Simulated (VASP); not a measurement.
Here is a VASP 6.6.1 calculation.

The input INCAR:

```
  PREC = Accurate
  ENCUT = 520
  EDIFF = 1E-6
  ISMEAR = -1
  SIGMA = 0.05
  LREAL = False
  LASPH = True
  NELM = 150
  ALGO = Normal
  ISIF = 2
  LWAVE = False
  LCHARG = True
  ISPIN = 2
  MAGMOM = 2.5 -2.5
  LORBIT = 11
  LMAXMIX = 4
  GGA = PE
  LELF = True
  LVHAR = True
  NBANDS = 19
```

The input KPOINTS:

```
regular mesh
0
Gamma
  12 12 9
```

The input POSCAR:

```
Fe
1.0
    2.4214045604      0.0000000000      0.0000000000
    0.0000000000      2.4214045604      0.0000000000
    0.0000000000      0.0000000000      3.6811585483
Fe
2
Direct
    1.0000000000      1.0000000000      0.0000000000
    0.5000000000      0.5000000000      0.5000000000
```

Potentials or basis: VASP PAW PBE potentials, release 64 (Fe).

Launch:

```console
$ cat potpaw_PBE.64/Fe/POTCAR > POTCAR
$ mpirun -np 1 vasp_std > vasp.out
```

What does it give for the net moment?

0.00 μB per cell.

Predict the band gap on the k mesh.

zero (filled and empty bands overlap).

Estimate the site moments.

Fe +1.60, -1.60 μB.

What does it give for the pressure?

-0.4 GPa.

Stress tensor (GPa, compression positive):
```
-0.60  0.00  0.00
 0.00 -0.60  0.00
 0.00  0.00 -0.05
```
